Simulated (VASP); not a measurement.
# ZnS (P6_3mc) in VASP: notebook, part 2 of 2

VASP 6.6.1. The steps go on from the part before.

**3. Single point, r2SCAN (strain +0.000 along x and y, +0.015 along z)**

Contents of POSCAR:

```
ZnS
1.0
    3.8087369152      0.0000000000      0.0000000000
   -1.9043684576      3.2984629249      0.0000000000
    0.0000000000      0.0000000000     12.6534621202
Zn S
4 4
Direct
    0.0000000000      0.0000000000      0.0001143924
    0.0000000000      0.0000000000      0.5001143924
    0.3333333333      0.6666666667      0.2500706174
    0.6666666667      0.3333333333      0.7500706174
    0.0000000000      0.0000000000      0.1872361436
    0.0000000000      0.0000000000      0.6872361436
    0.3333333333      0.6666666667      0.4375788466
    0.6666666667      0.3333333333      0.9375788466
```

Contents of INCAR.step1:

```
  ALGO = Normal
  EDIFF = 1E-4
  ENCUT = 520
  GGA = PE
  ISMEAR = 0
  LASPH = True
  LCHARG = False
  LREAL = False
  LWAVE = True
  NBANDS = 46
  NELM = 80
  PREC = Accurate
  SIGMA = 0.05
```

Contents of INCAR.step2:

```
  ALGO = Normal
  EDIFF = 1E-6
  ENCUT = 520
  ISIF = 2
  ISMEAR = 0
  ISTART = 1
  LASPH = True
  LCHARG = False
  LMIXTAU = True
  LREAL = False
  LWAVE = False
  METAGGA = R2SCAN
  NBANDS = 46
  NELM = 80
  PREC = Accurate
  SIGMA = 0.05
```

Contents of KPOINTS:

```
k-points
0
Gamma
  6 6 2
```

Potentials or basis: VASP PAW PBE potentials, release 64 (Zn, S).

Started as:

```
> cat potpaw_PBE.64/Zn/POTCAR potpaw_PBE.64/S/POTCAR > POTCAR
> cp INCAR.step1 INCAR
> mpirun -np 1 vasp_std > vasp.out
> cp INCAR.step2 INCAR
> mpirun -np 1 vasp_std > vasp.out
```

OUTCAR:

```text
EDIFF = 1E-6
   ENCUT = 520
   ISIF = 2
   ISMEAR = 0
   ISTART = 1
   LASPH = True
   LREAL = False
   METAGGA = R2SCAN
   NELM = 80
   PREC = Accurate

 ion  position               nearest neighbor table
   1  0.000  0.000  0.000-   8 2.34   8 2.34   8 2.34   5 2.37
   2  0.000  0.000  0.500-   7 2.34   7 2.34   7 2.34   6 2.37
   3  0.333  0.667  0.250-   5 2.34   5 2.34   5 2.34   7 2.37
   4  0.667  0.333  0.750-   6 2.34   6 2.34   6 2.34   8 2.37
   5  0.000  0.000  0.187-   3 2.34   3 2.34   3 2.34   1 2.37
   6  0.000  0.000  0.687-   4 2.34   4 2.34   4 2.34   2 2.37
   7  0.333  0.667  0.438-   2 2.34   2 2.34   2 2.34   3 2.37
   8  0.667  0.333  0.938-   1 2.34   1 2.34   1 2.34   4 2.37

  LATTYP: Found a hexagonal cell.
 ALAT       =     3.8087369152
 C/A-ratio  =     3.3222200435

  Lattice vectors:

 A1 = (   3.8087369152,   0.0000000000,   0.0000000000)
 A2 = (  -1.9043684576,   3.2984629249,   0.0000000000)
 A3 = (   0.0000000000,   0.0000000000,  12.6534621202)

Analysis of symmetry for initial positions (statically):
=====================================================================
 Subroutine PRICEL returns:
 Original cell was already a primitive cell.

 Routine SETGRP: Setting up the symmetry group for a
 hexagonal supercell.

 Subroutine GETGRP returns: Found 12 space group operations
 (whereof  6 operations were pure point group operations)
 out of a pool of 24 trial point group operations.

The static configuration has the point symmetry C_3v.
 The point group associated with its full space group is C_6v.

Analysis of symmetry for dynamics (positions and initial velocities):
=====================================================================
 Subroutine PRICEL returns:
 Original cell was already a primitive cell.

 Routine SETGRP: Setting up the symmetry group for a
 hexagonal supercell.

 Subroutine GETGRP returns: Found 12 space group operations
 (whereof  6 operations were pure point group operations)
 out of a pool of 24 trial point group operations.

The dynamic configuration has the point symmetry C_3v.
 The point group associated with its full space group is C_6v.

 Subroutine INISYM returns: Found 12 space group operations
 (whereof  6 operations are pure point group operations),
 and found     1 'primitive' translations

----------------------------------------------------------------------------------------

                                     Primitive cell

  volume of cell :     158.9652

  direct lattice vectors                    reciprocal lattice vectors
     3.808736915  0.000000000  0.000000000     0.262554233  0.151585757  0.000000000
    -1.904368458  3.298462925  0.000000000     0.000000000  0.303171514  0.000000000
     0.000000000  0.000000000 12.653462120     0.000000000  0.000000000  0.079029754

  length of vectors
     3.808736915  3.808736915 12.653462120     0.303171514  0.303171514  0.079029754

  position of ions in fractional coordinates (direct lattice)
[... 51 lines left out ...]
  0.500000  0.000000  0.000000      3.000000
  0.166667  0.166667  0.000000      6.000000
  0.333333  0.166667  0.000000     12.000000
  0.333333  0.333333  0.000000      2.000000
  0.000000  0.000000  0.500000      1.000000
  0.166667  0.000000  0.500000      6.000000
  0.333333  0.000000  0.500000      6.000000
  0.500000  0.000000  0.500000      3.000000
  0.166667  0.166667  0.500000      6.000000
  0.333333  0.166667  0.500000     12.000000
  0.333333  0.333333  0.500000      2.000000
   k-points           NKPTS =     14   k-points in BZ     NKDIM =     14   number of bands    NBANDS=     46
   number of dos      NEDOS =    301   number of ions     NIONS =      8
   total plane-waves  NPLWV =  75264
   dimension x,y,z NGX =    28 NGY =   28 NGZ =   96
   dimension x,y,z NGXF=    56 NGYF=   56 NGZF=  192
   ions per type =               4   4
   NGX,Y,Z   is equivalent  to a cutoff of  12.22, 12.22, 12.61 a.u.
   NGXF,Y,Z  is equivalent  to a cutoff of  24.44, 24.44, 25.23 a.u.
 SYSTEM =  unknown system
   PREC   = accura    normal or accurate (medium, high low for compatibility)
   ISTART =      1    job   : 0-new  1-cont  2-samecut
   ICHARG =      0    charge: 1-file 2-atom 10-const
   ISPIN  =      1    spin polarized calculation?
   LNONCOLLINEAR =      F non collinear calculations
   LSORBIT =      F    spin-orbit coupling
   LASPH  =      T    aspherical Exc in radial PAW
   ENCUT  =  520.0 eV  38.22 Ry    6.18 a.u.   7.08  7.08 23.53*2*pi/ulx,y,z
   NELM   =     80;   NELMIN=  2; NELMDL=  0     # of ELM steps
   EDIFF  = 0.1E-05   stopping-criterion for ELM
   LREAL  =      F    real-space projection
   EDIFFG = 0.1E-04   stopping-criterion for IOM
   NSW    =      0    number of steps for IOM
   IBRION =     -1    ionic relax: 0-MD 1-quasi-New 2-CG
   NFREE  =      0    steps in history (QN), initial steepest desc. (CG)
   ISIF   =      2    stress and relaxation
   ISYM   =      2    0-nonsym 1-usesym 2-fastsym
   POTIM  = 0.5000    time-step for ionic-motion
   TEBEG  =    0.0;   TEEND  =   0.0 temperature during run
   PSTRESS=    0.0 pullay stress
   NELECT =      72.0000    total number of electrons
   NUPDOWN=      -1.0000    fix difference up-down
   EMIN   =  10.00;   EMAX   =-10.00  energy-range for DOS
   EFERMI =   0.00;   METHOD = LEGACY
   ISMEAR =     0;   SIGMA  =   0.05  broadening in eV -4-tet -1-fermi 0-gaus
   EFERMI_NEDOS =   21; number of points for ismear=-14 and -15
   IALGO  =     38    algorithm
   IMIX   =      4    mixing-type and parameters
     AMIX     =   0.40;   BMIX     =  1.00
     AMIX_MAG =   1.60;   BMIX_MAG =  1.00
  volume/ion in A,a.u.               =      19.87       134.09
  Fermi-wavevector in a.u.,A,eV,Ry     =   1.257240  2.375840 21.506097  1.580654
  Thomas-Fermi vector in A             =   2.390909
   LORBIT       =      0    0 simple, 1 ext, 2 COOP (PROOUT), +10 PAW based schemes
   METAGGA = R2SCAN    functional components
   LHFCALC =     F    Hartree Fock is set to
   AEXX    =    0.0000 exact exchange contribution
   IVDW    =     0    specifies the selected vdW correction
   LEPSILON=     F    determine dielectric tensor
   LRPA    =     F    only Hartree local field effects (RPA)
 non-spin polarized calculation
 Gauss-broadening in eV      SIGMA  =   0.05
  energy-cutoff  :      520.00
  volume of cell :      158.97
 maximum number of plane-waves:      4297
   NGX = 15   NGY = 15   NGZ = 47

 number of electron      72.0000028 magnetization

 Free energy of the ion-electron system (eV)
  ---------------------------------------------------
  ext. energy  EPLUGINS =         0.00000000
  ---------------------------------------------------
  free energy    TOTEN  =       -75.43265923 eV

  energy without entropy =      -75.43265923  energy(sigma->0) =      -75.43265923

 E-fermi :   2.0065     XC(G=0): -10.2438

 val. band max:        1.7927382870   @ k =   0.0000   0.0000   0.0000
 cond. band min:       4.4424323163   @ k =   0.0000   0.0000   0.0000
 fundamental gap:      2.6496940293
 Fermi energy:         2.0065162377

 k-point     1 :       0.0000    0.0000    0.0000
  band No.  band energies     occupation
      1     -11.8626      2.00000
      2     -11.4554      2.00000
      3     -11.4461      2.00000
      4     -10.9635      2.00000
      5      -4.6997      2.00000
      6      -4.6997      2.00000
[... 675 lines left out ...]
     45       9.8697      0.00000
     46       9.8697      0.00000

------------------------ aborting loop because EDIFF is reached ----------------------------------------

  FORCE on cell =-STRESS in cart. coord.  units (eV):
  Direction    XX          YY          ZZ          XY          YZ          ZX
  --------------------------------------------------------------------------------------
  -------------------------------------------------------------------------------------
  Total       -0.4356261     -0.4356261     -2.4354343      0.0000000      0.0000000      0.0000000
  in kB       -4.3905860     -4.3905860    -24.5462443      0.0000000      0.0000000      0.0000000
  external PRESSURE =     -11.1091388 kB  Pullay stress =       0.0000000 kB

 VOLUME and BASIS-vectors are now :
 -----------------------------------------------------------------------------
  energy-cutoff  :      520.00
  volume of cell :      158.97
      direct lattice vectors                 reciprocal lattice vectors
     3.808736915  0.000000000  0.000000000     0.262554233  0.151585757  0.000000000
    -1.904368458  3.298462925  0.000000000     0.000000000  0.303171514  0.000000000
     0.000000000  0.000000000 12.653462120     0.000000000  0.000000000  0.079029754

 POSITION                                       TOTAL-FORCE (eV/Angst)
 -----------------------------------------------------------------------------------
      0.00000      0.00000      0.00145        -0.000000      0.000000      0.057026
      0.00000      0.00000      6.32818         0.000000     -0.000000      0.057026
     -0.00000      2.19898      3.16426        -0.000000      0.000000      0.075908
      1.90437      1.09949      9.49099         0.000000     -0.000000      0.075908
      0.00000      0.00000      2.36919         0.000000      0.000000     -0.064988
      0.00000      0.00000      8.69592         0.000000      0.000000     -0.064988
     -0.00000      2.19898      5.53689         0.000000      0.000000     -0.067946
      1.90437      1.09949     11.86362         0.000000      0.000000     -0.067946
 -----------------------------------------------------------------------------------
    total drift:                               -0.000001     -0.000002     -0.128069

  FREE ENERGIE OF THE ION-ELECTRON SYSTEM (eV)
  ---------------------------------------------------
  free  energy   TOTEN  =       -75.4326592257 eV

  energy  without entropy=      -75.4326592257  energy(sigma->0) =      -75.43265923
```

Run time: 4.6 min. Hardware: 1 thread of Intel Xeon 6975P-C (Granite Rapids), shared host; peak memory 0.31 GiB.

What came out:

* Free energy: -75.4327 eV
* Pressure: -1.1 GPa
* Largest force: 0.076 eV/Å
* Band gap on the k mesh: 2.65 eV

Forces in eV/Å, atoms in the order of the input:
```
Zn   0.000  0.000  0.057
Zn   0.000  0.000  0.057
Zn   0.000  0.000  0.076
Zn   0.000  0.000  0.076
S    0.000  0.000 -0.065
S    0.000  0.000 -0.065
S    0.000  0.000 -0.068
S    0.000  0.000 -0.068
```

Levels at points of the mesh, in eV from the valence-band top:
| k point | band 32 | band 33 | band 34 | band 35 | band 36 | band 37 | band 38 | band 39 | band 40 | band 41 |
| --- | --- | --- | --- | --- | --- | --- | --- | --- | --- | --- |
| (0.00, 0.00, 0.00) | -0.44 | -0.44 | -0.10 | 0.00 | 0.00 | 2.65 | 3.78 | 3.96 | 4.19 | 6.83 |
| (0.50, 0.00, 0.00) | -1.66 | -1.62 | -1.61 | -1.17 | -0.91 | 3.71 | 3.71 | 4.20 | 4.78 | 5.28 |
| (0.00, 0.00, 0.50) | -0.73 | -0.14 | -0.14 | -0.14 | -0.14 | 3.50 | 3.50 | 3.90 | 3.90 | 6.66 |
| (0.50, 0.00, 0.50) | -2.05 | -1.55 | -1.55 | -1.13 | -1.13 | 4.09 | 4.09 | 4.45 | 4.45 | 5.01 |

Caveat: the cell differs from its parent crystal (strain +0.000 along x and y, +0.015 along z); the PAW data sets were made with another functional, which shifts forces and pressure a little.

**4. Single point, r2SCAN (strain +0.015 along x and y, -0.015 along z)**

POSCAR: that of step 3 with these lines changed.

```diff
@@ -2,5 +2,5 @@
 1.0
-    3.8087369152      0.0000000000      0.0000000000
-   -1.9043684576      3.2984629249      0.0000000000
-    0.0000000000      0.0000000000     12.6534621202
+    3.8658679689      0.0000000000      0.0000000000
+   -1.9329339845      3.3479398688      0.0000000000
+    0.0000000000      0.0000000000     12.2794681660
 Zn S
```

INCAR.step1: that of step 3 with these lines changed.

```diff
@@ -10,3 +10,3 @@
   NBANDS = 46
-  NELM = 80
+  NELM = 100
   PREC = Accurate
```

INCAR.step2: that of step 3 with these lines changed.

```diff
@@ -1,3 +1,3 @@
   ALGO = Normal
-  EDIFF = 1E-6
+  EDIFF = 1E-7
   ENCUT = 520
@@ -13,3 +13,3 @@
   NBANDS = 46
-  NELM = 80
+  NELM = 100
   PREC = Accurate
```

KPOINTS is that of step 3.

Started as:

```
> cat potpaw_PBE.64/Zn/POTCAR potpaw_PBE.64/S/POTCAR > POTCAR
> cp INCAR.step1 INCAR
> mpirun -np 1 vasp_std > vasp.out
> cp INCAR.step2 INCAR
> mpirun -np 1 vasp_std > vasp.out
```

Wall time 7.4 min (1 thread of Intel Xeon 6975P-C (Granite Rapids), shared host); peak memory 0.34 GiB.

It converged, with:

| Item | Value |
| --- | --- |
| Free energy | -75.4026 eV |
| Pressure | -0.9 GPa |
| Largest force | 0.205 eV/Å |
| Band gap on the k mesh | 2.66 eV |

Forces on the atoms (eV/Å):
```
Zn   0.000  0.000 -0.205
Zn   0.000  0.000 -0.205
Zn   0.000  0.000 -0.198
Zn   0.000  0.000 -0.198
S    0.000  0.000  0.198
S    0.000  0.000  0.198
S    0.000  0.000  0.205
S    0.000  0.000  0.205
```

Stress tensor (GPa, compression positive):
```
-2.39  0.00  0.00
 0.00 -2.39  0.00
 0.00  0.00  1.98
```

Levels at points of the mesh, in eV from the valence-band top:
| k point | band 33 | band 34 | band 35 | band 36 | band 37 | band 38 | band 39 | band 40 |
| --- | --- | --- | --- | --- | --- | --- | --- | --- |
| (0.00, 0.00, 0.00) | -0.57 | -0.05 | -0.05 | 0.00 | 2.66 | 3.46 | 3.74 | 4.03 |
| (0.50, 0.00, 0.00) | -1.68 | -1.53 | -1.09 | -0.88 | 3.74 | 3.77 | 4.09 | 4.70 |
| (0.00, 0.00, 0.50) | -0.22 | -0.22 | -0.22 | -0.22 | 3.43 | 3.43 | 3.63 | 3.63 |
| (0.50, 0.00, 0.50) | -1.51 | -1.51 | -1.13 | -1.13 | 4.01 | 4.01 | 4.48 | 4.48 |

Caveat: the cell differs from its parent crystal (strain +0.015 along x and y, -0.015 along z); the PAW data sets were made with another functional, which shifts forces and pressure a little.

**5. The runs side by side**

| cell | gap on the mesh (eV) | pressure (GPa) | largest force (eV/Å) |
| --- | --- | --- | --- |
| a = 3.866, b = 3.866, c = 12.092 Å, angles 90.0, 90.0, 120.0°, 8 atoms | 2.70 | 0.4 | 0.36 |
| a = 3.809, b = 3.809, c = 12.653 Å, angles 90.0, 90.0, 120.0°, 8 atoms | 2.65 | -1.1 | 0.08 |
| a = 3.866, b = 3.866, c = 12.279 Å, angles 90.0, 90.0, 120.0°, 8 atoms | 2.66 | -0.9 | 0.21 |

Alike in all rows: task single point; level r2SCAN; potentials or basis VASP PAW PBE potentials, release 64 (Zn, S); no spin polarisation; k mesh 6 × 6 × 2; cutoff (eV) 520; smearing gaussian 0.05 eV.

Caveats: the PAW data sets were made with another functional, which shifts forces and pressure a little.

Absolute energies hang on the potentials; compare differences alone.
